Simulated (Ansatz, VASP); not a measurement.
**LaTe4: VASP beside Ansatz**

```
CELL_PARAMETERS angstrom
4.49141 0.00000 0.00000
0.00000 4.49141 0.00000
0.00000 0.00000 9.16349
ATOMIC_POSITIONS crystal
La 0.00000 0.00000 0.43507
Te 0.50000 0.00000 0.17573
Te 0.00000 0.50000 0.17573
Te 0.50000 0.50000 0.67143
Te 0.00000 0.00000 0.76273
```

Alike in both runs: functional PBE; k mesh 4 × 4 × 2; occupations gaussian, width 0.1 eV; no spin polarisation.

Ansatz relaxed the structure, and its values are those at the end. VASP's run is a single point on that final structure, the one shown.

|  | VASP | Ansatz |
| --- | --- | --- |
| version | VASP 6.6.1 | Ansatz 0.2.0 |
| potentials or method | VASP PAW PBE potentials, release 64 (La, Te), cutoff 520 eV | scalar-relativistic, plane waves, PAW |
| valence electrons in the cell | 35 | 75 |

|  | VASP | Ansatz | Ansatz less VASP |
| --- | --- | --- | --- |
| gap on the k mesh at the Fermi level (eV) | none | none | - |
| pressure (GPa) | 0.0 | 0.0 | +0.04 |

A gap of «none» marks a metal or a gap that the smearing closes. VASP's potentials hold 35 valence electrons a cell and Ansatz's 75, so a difference there can come from the potentials and not from the codes.

Spin-orbit coupling is off throughout.
